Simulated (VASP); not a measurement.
# ZnS3 (P6/mmm) in VASP: a series of runs, part 2 of 2

VASP 6.6.1. The steps go on from the part before.

### Step 4. Single point, PBE

This run uses another cell than the first one, of 19.37 Å³/atom, 0.743 times its volume.

INCAR

```
  PREC = Accurate
  ENCUT = 520
  EDIFF = 1E-6
  ISMEAR = 0
  SIGMA = 0.1
  LREAL = F
  LASPH = T
  NELM = 80
  ALGO = Normal
  ISIF = 2
  LWAVE = F
  LCHARG = F
  GGA = PE
  NBANDS = 23
```

KPOINTS

```
regular mesh
0
Gamma
  12 12 12
```

POSCAR

```
ZnS3
1.0
    4.8869325387      0.0000000000      0.0000000000
   -2.4434662693      4.2322077251      0.0000000000
    0.0000000000      0.0000000000      3.7455246330
Zn S
1 3
Direct
    0.0000000000      0.0000000000      0.5000000000
    0.5000000000      0.0000000000      0.0000000000
    0.0000000000      0.5000000000      0.0000000000
    0.5000000000      0.5000000000      0.0000000000
```

Potentials or basis: VASP PAW PBE potentials, release 64 (Zn, S).

Run with:

```
$ cat potpaw_PBE.64/Zn/POTCAR potpaw_PBE.64/S/POTCAR > POTCAR
$ mpirun -np 1 vasp_std > vasp.out
```

OUTCAR:

```text
PREC = Accurate
   ENCUT = 520
   EDIFF = 1E-6
   ISMEAR = 0
   LREAL = F
   LASPH = T
   NELM = 80
   ISIF = 2
   GGA = PE

 ion  position               nearest neighbor table
   1  0.000  0.000  0.500-
   2  0.500  0.000  0.000-   4 2.44   4 2.44   3 2.44   3 2.44
   3  0.000  0.500  0.000-   4 2.44   4 2.44   2 2.44   2 2.44
   4  0.500  0.500  0.000-   2 2.44   2 2.44   3 2.44   3 2.44

  LATTYP: Found a hexagonal cell.
 ALAT       =     4.8869325387
 C/A-ratio  =     0.7664367378
[... 199 lines left out ...]
      6      -2.4470      2.00000
[... 613 lines left out ...]
     22      10.7254      0.00000
     23      12.8756      0.00000

 [... further k-points ...]
[... 5 lines left out ...]
  --------------------------------------------------------------------------------------
  -------------------------------------------------------------------------------------
  Total       -0.0462953     -0.0462953      0.0035810     -0.0000000     -0.0000000     -0.0000000
  in kB       -0.9574840     -0.9574840      0.0740621     -0.0000000     -0.0000000     -0.0000000
  external PRESSURE =      -0.6136353 kB  Pullay stress =       0.0000000 kB

 VOLUME and BASIS-vectors are now :
 -----------------------------------------------------------------------------
  energy-cutoff  :      520.00
  volume of cell :       77.47
      direct lattice vectors                 reciprocal lattice vectors
     4.886932539  0.000000000  0.000000000     0.204627339  0.118141649  0.000000000
    -2.443466269  4.232207725  0.000000000     0.000000000  0.236283298  0.000000000
     0.000000000  0.000000000  3.745524633     0.000000000  0.000000000  0.266985295

 POSITION                                       TOTAL-FORCE (eV/Angst)
 -----------------------------------------------------------------------------------
      0.00000      0.00000      1.87276         0.000000      0.000000      0.000000
      2.44347      0.00000      0.00000        -0.000000      0.000000      0.000000
     -1.22173      2.11610      0.00000        -0.000000      0.000000      0.000000
      1.22173      2.11610      0.00000        -0.000000      0.000000      0.000000
 -----------------------------------------------------------------------------------
    total drift:                                0.000000     -0.000000     -0.000000

  FREE ENERGIE OF THE ION-ELECTRON SYSTEM (eV)
  ---------------------------------------------------
  free  energy   TOTEN  =       -11.1274689344 eV

  energy  without entropy=      -11.1187428191  energy(sigma->0) =      -11.12310588
```

OSZICAR:

```text
N       E                     dE             d eps       ncg     rms          rms(c)
DAV:   1     0.201688015428E+03    0.20169E+03   -0.13522E+04  6118   0.137E+03
DAV:   2     0.895332262744E+01   -0.19273E+03   -0.17931E+03  6559   0.306E+02
DAV:   3    -0.112164323886E+02   -0.20170E+02   -0.19287E+02  7855   0.936E+01
DAV:   4    -0.117009978064E+02   -0.48457E+00   -0.48263E+00  7050   0.151E+01
DAV:   5    -0.117102097091E+02   -0.92119E-02   -0.92103E-02  8080   0.211E+00    0.173E+01
DAV:   6    -0.111761547708E+02    0.53405E+00   -0.10450E+00  7629   0.226E+01    0.103E+01
DAV:   7    -0.111306600183E+02    0.45495E-01   -0.34205E-01  7420   0.484E+00    0.286E+00
DAV:   8    -0.111276986336E+02    0.29614E-02   -0.18118E-02  7106   0.904E-01    0.308E-01
DAV:   9    -0.111274097472E+02    0.28889E-03   -0.20976E-03  7590   0.412E-01    0.960E-02
DAV:  10    -0.111274650043E+02   -0.55257E-04   -0.22552E-04  6825   0.103E-01    0.411E-02
DAV:  11    -0.111274668163E+02   -0.18120E-05   -0.13146E-05  7846   0.295E-02    0.122E-02
DAV:  12    -0.111274688729E+02   -0.20566E-05   -0.23345E-06  6172   0.114E-02    0.334E-03
DAV:  13    -0.111274689344E+02   -0.61536E-07   -0.26465E-07  4683   0.375E-03
   1 F= -.11127469E+02 E0= -.11123106E+02  d E =-.872612E-02
```

Wall time 2.8 min (1 thread of Intel Xeon Platinum 8259CL at 2.50GHz (Skylake/Cascade Lake), shared host); peak memory 0.32 GiB.

What came out:

- Free energy: -11.1275 eV
- Pressure: -0.1 GPa
- Band gap on the k mesh: zero (band 15 reaches 5.41 eV, above the bottom of band 16 at 2.73 eV)

### Step 5. Relaxation of cell and atoms, PBE

This run uses another cell than the first one, of 19.91 Å³/atom, 0.764 times its volume.

INCAR

```
SYSTEM = ZnS3
ALGO = Normal ; EDIFF = 1E-6
EDIFFG = -0.01 ; ENCUT = 600
GGA = PE ; IBRION = 2
ISIF = 3 ; ISMEAR = 0
LASPH = .True. ; LCHARG = .False.
LREAL = .False. ; LWAVE = .False.
NELM = 80 ; NSW = 100
PREC = Accurate ; SIGMA = 0.1
```

KPOINTS

```
k-points
0
Gamma
  12 12 12
  0 0 0
```

POSCAR

```
ZnS3
1.0
    4.8649074618      0.0000000000      0.0000000000
   -2.4324537309      4.2131334490      0.0000000000
    0.0000000000      0.0000000000      3.8857994770
Zn S
1 3
Direct
    0.0000000000      0.0000000000      0.5000000000
    0.5000000000      0.0000000000      0.0000000000
    0.0000000000      0.5000000000      0.0000000000
    0.5000000000      0.5000000000      0.0000000000
```

Potentials or basis: VASP PAW PBE potentials, release 64 (Zn, S).

Run with:

```
$ cat potpaw_PBE.64/Zn/POTCAR potpaw_PBE.64/S/POTCAR > POTCAR
$ mpirun -np 1 vasp_std > vasp.out
```

OUTCAR:

```text
SYSTEM = ZnS3
   EDIFF = 1E-6
   EDIFFG = -0.01
   ENCUT = 600
   GGA = PE
   IBRION = 2
   ISIF = 3
   ISMEAR = 0
   LASPH = .True.
   LREAL = .False.
   NELM = 80
   NSW = 100
   PREC = Accurate

 ion  position               nearest neighbor table
   1  0.000  0.000  0.500-
   2  0.500  0.000  0.000-   3 2.43   4 2.43   4 2.43   3 2.43
   3  0.000  0.500  0.000-   4 2.43   4 2.43   2 2.43   2 2.43
   4  0.500  0.500  0.000-   3 2.43   3 2.43   2 2.43   2 2.43

  LATTYP: Found a hexagonal cell.
 ALAT       =     4.8649074618
 C/A-ratio  =     0.7987406765

  Lattice vectors:

 A1 = (   4.8649074618,   0.0000000000,   0.0000000000)
 A2 = (  -2.4324537309,   4.2131334490,   0.0000000000)
 A3 = (   0.0000000000,   0.0000000000,   3.8857994770)

Analysis of symmetry for initial positions (statically):
[... 331 lines left out ...]
 number of electron      30.0000013 magnetization

 Free energy of the ion-electron system (eV)
  ---------------------------------------------------
  ext. energy  EPLUGINS =         0.00000000
  ---------------------------------------------------
  free energy    TOTEN  =       -11.12800366 eV

  energy without entropy =      -11.11937981  energy(sigma->0) =      -11.12369174

 E-fermi :   4.3603     XC(G=0):  -9.9516

 val. band max:        4.3568488284   @ k =   0.2500   0.1667   0.0000
 cond. band min:       4.3741091533   @ k =   0.1667  -0.0000   0.0000
 fundamental gap:      0.0172603249
 Fermi energy:         4.3603132442

 k-point     1 :       0.0000    0.0000    0.0000
  band No.  band energies     occupation
      1     -11.8884      2.00000
      2      -6.6049      2.00000
      3      -6.6049      2.00000
      4      -3.9438      2.00000
      5      -2.5277      2.00000
      6      -2.4417      2.00000
[... 505 lines left out ...]
      6      -2.4668      2.00000
[... 11 lines left out ...]
     18       8.5797      0.00000
     19       8.6677      0.00000

 [... further k-points ...]
[... 5 lines left out ...]
  --------------------------------------------------------------------------------------
  -------------------------------------------------------------------------------------
  Total       -0.0137230     -0.0137230     -0.0053108     -0.0000000      0.0000000      0.0000000
  in kB       -0.2839803     -0.2839803     -0.1099010     -0.0000000      0.0000000      0.0000000
  external PRESSURE =      -0.2259539 kB  Pullay stress =       0.0000000 kB
[... 19 lines left out ...]
  FREE ENERGIE OF THE ION-ELECTRON SYSTEM (eV)
  ---------------------------------------------------
  free  energy   TOTEN  =       -11.1280036638 eV

  energy  without entropy=      -11.1193798126  energy(sigma->0) =      -11.12369174

 reached required accuracy - stopping structural energy minimisation
```

CONTCAR:

```text
ZnS3
   1.00000000000000
     4.8847708118480035    0.0000000000000000    0.0000000000000000
    -2.4423854059240018    4.2303356147460818    0.0000000000000000
    -0.0000000000000000    0.0000000000000000    3.7467179315920869
  Zn              S
     1     3
Direct
     0.0000000000000000    0.0000000000000000    0.5000000000000000
     0.5000000000000000    0.0000000000000000    0.0000000000000000
     0.0000000000000000    0.5000000000000000    0.0000000000000000
     0.5000000000000000    0.5000000000000000    0.0000000000000000

  0.00000000E+00  0.00000000E+00  0.00000000E+00
  0.00000000E+00  0.00000000E+00  0.00000000E+00
  0.00000000E+00  0.00000000E+00  0.00000000E+00
  0.00000000E+00  0.00000000E+00  0.00000000E+00
```

Wall time 10 min (1 thread of Intel Xeon Platinum 8259CL at 2.50GHz (Skylake/Cascade Lake), shared host); peak memory 0.39 GiB.

What came out:

```yaml
Free_energy: -11.1280 eV
Relaxed_volume: 19.36 Å³/atom
Relaxed_cell: a = 4.885 Å, b = 4.885 Å, c = 3.747 Å, α = 90.00°, β = 90.00°, γ = 120.00°
Space_group_after_relaxing_to_0.05_Å: P6/mmm (No. 191)
Energy_gained_by_relaxing: 4.0 meV/atom
Ionic_steps: 5
Pressure_after_relaxing: 0.0 GPa
Band_gap_on_the_k_mesh: zero (band 15 reaches 5.42 eV, above the bottom of band 16 at 2.74 eV)
```

Step by step:
| step | energy change (eV) | largest force (eV/Å) | pressure (GPa) | volume (Å³) |
| --- | --- | --- | --- | --- |
| 1 | 0.0000 | 0.0000 | -0.16 | 79.65 |
| 2 | -0.0080 | 0.0000 | -0.51 | 79.42 |
| 3 | -0.0119 | 0.0000 | -0.91 | 79.11 |
| 4 | -0.0161 | 0.0000 | -0.13 | 77.66 |
| 5 | -0.0162 | 0.0000 | -0.02 | 77.42 |

Final structure:
```cif
data_structure
_symmetry_space_group_name_H-M 'P 1'
_symmetry_Int_Tables_number 1
_cell_length_a 4.8848
_cell_length_b 4.8848
_cell_length_c 3.7467
_cell_angle_alpha 90.000
_cell_angle_beta 90.000
_cell_angle_gamma 120.000
_cell_volume 77.42
loop_
_atom_site_label
_atom_site_type_symbol
_atom_site_fract_x
_atom_site_fract_y
_atom_site_fract_z
_atom_site_occupancy
Zn1 Zn 0.00000 0.00000 0.50000 1
S1 S 0.50000 0.00000 0.00000 1
S2 S 0.00000 0.50000 0.00000 1
S3 S 0.50000 0.50000 0.00000 1
```

Levels at points of the mesh, in eV from the Fermi level:
```csv
k point,band 13,band 14,band 15,band 16,band 17,band 18
"(0.00, 0.00, 0.00)",-2.50,0.04,0.04,3.11,3.88,4.50
"(0.50, 0.00, 0.00)",-1.94,-1.92,-1.83,-0.07,0.82,3.15
"(0.00, 0.00, 0.50)",-1.25,-1.25,1.01,1.36,3.07,3.07
"(0.50, 0.00, 0.50)",-1.84,-1.81,-1.73,-1.62,-0.15,4.44
```

### Step 6. Summary

| task | cell | k mesh | cutoff (eV) | gap on the mesh (eV) | pressure (GPa) | relaxed volume (Å³/atom) |
| --- | --- | --- | --- | --- | --- | --- |
| relaxation of cell and atoms | relaxed from a = 3.940, b = 3.940, c = 7.758 Å, angles 90.0, 90.0, 120.0°, 4 atoms | 6 × 6 × 2 | 600 | none | 0.1 | 21.86 |
| relaxation of cell and atoms | relaxed from a = 4.788, b = 4.788, c = 4.420 Å, angles 90.0, 90.0, 120.0°, 4 atoms | 6 × 6 × 4 | 600 | none | 0.0 | 19.90 |
| single point | a = 4.887, b = 4.887, c = 3.746 Å, angles 90.0, 90.0, 120.0°, 4 atoms | 12 × 12 × 12 | 520 | none | -0.1 | - |
| relaxation of cell and atoms | relaxed from a = 4.865, b = 4.865, c = 3.886 Å, angles 90.0, 90.0, 120.0°, 4 atoms | 12 × 12 × 12 | 600 | none | 0.0 | 19.36 |

Alike in all rows: level PBE; potentials or basis VASP PAW PBE potentials, release 64 (Zn, S); no spin polarisation; smearing gaussian 0.1 eV.

Caveats: some runs use coarse meshes; the volume moved by over 15 % at a fixed basis, so the end points are rough (some runs).

Absolute energies hang on the potentials; compare differences alone.
